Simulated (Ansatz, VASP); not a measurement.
GeCN2: VASP and Ansatz over several settings

```
Ge N C
1.0
     1.80567    1.04250    4.95455
    -1.80567    1.04250    4.95455
     0.00000   -2.08501    4.95455
Ge N C
1 2 1
Direct
  0.00000 0.00000 0.00000
  0.58390 0.58390 0.58390
  0.41610 0.41610 0.41610
  0.50000 0.50000 0.50000
```

Single points on this cell with VASP 6.6.1 and Ansatz 0.2.0. Each row is one pair of runs. Alike in all rows: spin: off; k mesh: 9 × 9 × 9; smearing: fermi-dirac, width 0.05 eV.

| level | VASP's potentials, cutoff | Ansatz's potentials, cutoff | gap on the k mesh at the Fermi level (eV), VASP | gap on the k mesh at the Fermi level (eV), Ansatz | least direct gap on the mesh (eV), VASP | least direct gap on the mesh (eV), Ansatz | pressure (GPa), VASP | pressure (GPa), Ansatz |
| --- | --- | --- | --- | --- | --- | --- | --- | --- |
| PBE | VASP PAW PBE potentials, release 64 (Ge_d, N, C), 520 eV | Ansatz PAW, 420 eV | 1.16 | 1.16 | 2.03 | 2.04 | -2.4 | -2.5 |
| LDA | VASP PAW LDA potentials, release 64 (Ge_d, N, C), 520 eV | Ansatz PAW, 420 eV | 1.00 | 1.01 | 1.82 | 1.85 | -8.7 | -8.9 |
| r2SCAN | VASP PAW PBE potentials, release 64 (Ge_d, N, C), 520 eV | Ansatz PAW, 500 eV | 1.26 | 1.25 | 2.20 | 2.20 | -5.4 | -5.7 |

Gap on the k mesh at the fermi level (eV): the two programs differ by at most 0.017; least direct gap on the mesh (eV): the two programs differ by at most 0.034; pressure (GPa): the two programs differ by at most 0.23.

Noted on VASP's runs: the standard files for N, O and F lose accuracy on very short bonds. Noted on Ansatz's runs: odd divisions of the mesh miss points on the zone boundary, where band edges often lie, so the gap on the mesh can be too wide.
